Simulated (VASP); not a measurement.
Crystal: MgZr2N2.

```
CELL_PARAMETERS angstrom
-1.87327 1.87327 5.06138
1.87327 -1.87327 5.06138
1.87327 1.87327 -5.06138
ATOMIC_POSITIONS crystal
Mg 0.00000 0.00000 0.00000
Zr 0.75000 0.25000 0.50000
Zr 0.25000 0.75000 0.50000
N 0.61238 0.61238 0.00000
N 0.38762 0.38762 0.00000
```

```yaml
Program: VASP 6.6.1
Task: relaxation of cell and atoms
Functional: PBE
Potentials_or_basis: VASP PAW PBE potentials, release 64 (Mg, Zr_sv, N)
Cutoff: 600 eV
k_mesh: 6 × 6 × 6
Occupations: gaussian, width 0.1 eV
Spin: no spin polarisation
```

At the start: pressure 9.1 GPa; volume 14.21 Å³/atom.

Task: How do energy, volume and symmetry change on relaxing?

Result: Over 23 steps the energy falls by 932.9 meV/atom and the volume is 18.69 Å³/atom (+31.5 %); space group I4/mmm (No. 139, to 0.05 Å).

The path:
```
step  energy change (eV)  largest force (eV/Å)  pressure (GPa)  volume (Å³)
   1              0.0000                2.6079            9.13        71.04
   2             -1.0956                3.1671           -2.68        79.56
   3             -1.3756                3.1980          -10.57        87.49
   4             -1.9448                2.6753           -9.04        87.92
   5             -3.1021                1.6709           -5.09        89.10
   6             -4.3578                0.2978           -6.91        90.87
   7             -4.1353                0.6330           13.97        81.30
   8             -4.4717                0.4331           -0.51        87.19
   9             -4.4718                0.4365           -0.33        87.10
  10             -4.4867                0.3364           -0.08        87.08
  11             -4.5147                0.1259            0.59        87.01
  12             -4.4884                0.6507            1.94        86.88
  13             -4.5210                0.0063            0.91        86.98
  14             -4.5335                0.0335            0.92        87.28
  15             -4.5717                0.0368            0.93        88.16
  16             -4.6275                0.0509            0.86        89.87
  17             -4.6535                0.3236            0.16        93.11
  18             -4.6554                0.2311            0.35        92.50
  19             -4.6554                0.2643            0.28        92.72
  20             -4.6634                0.0609            0.60        93.13
  21             -4.6638                0.0097            0.53        93.06
  22             -4.6626                0.0061           -0.85        94.12
  23             -4.6644                0.0084            0.01        93.46
```

Final structure:
```
CELL_PARAMETERS angstrom
-2.16665 2.16665 4.97701
2.16665 -2.16665 4.97701
2.16665 2.16665 -4.97701
ATOMIC_POSITIONS crystal
Mg 0.00000 0.00000 0.00000
Zr 0.75000 0.25000 0.50000
Zr 0.25000 0.75000 0.50000
N 0.79040 0.79040 0.00000
N 0.20960 0.20960 0.00000
```

Caveat: the k points lie up to 0.34 Å⁻¹ apart in the final cell; the volume moved by over 15 % at a fixed basis, so the end points are rough.
